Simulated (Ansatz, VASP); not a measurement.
Au in VASP and in Ansatz

```xyz
2
Lattice="2.8155 0.0000 0.0000 -0.0130 2.8202 0.0000 -1.1379 -1.1854 4.9240" Properties=species:S:1:pos:R:3 pbc="T T T"
Au    1.5740    1.5533    1.3495
Au    0.0907    0.0815    3.5746
```

Alike in both runs: task single point; functional LDA; k mesh 10 × 10 × 6; occupations fermi-dirac, width 0.05 eV; no spin polarisation.

```csv
,VASP,Ansatz
version,VASP 6.6.1,Ansatz 0.2.0
potentials or method,"VASP PAW LDA potentials, release 64 (Au), cutoff 520 eV","all-electron LAPW, scalar-relativistic"
```

|  | VASP | Ansatz | Ansatz less VASP |
| --- | --- | --- | --- |
| gap on the k mesh at the Fermi level (eV) | none | none | - |
| pressure (GPa) | -11.5 | -11.8 | -0.39 |
| traceless stress, the component that is largest in VASP (GPa) | 1.38 | 1.41 | +0.027 |
| rms of the force components (eV/Å) | 0.090 | 0.088 | -0.0025 |

LDA's correlation is that of Perdew and Zunger in VASP and of Perdew and Wang (1992) in Ansatz. Atom by atom the forces differ by 0.003 eV/Å (rms over components). A gap of «none» marks a metal or a gap that the smearing closes. Ansatz ran all-electron here, and VASP with PAW potentials.

Spin-orbit coupling is off throughout.
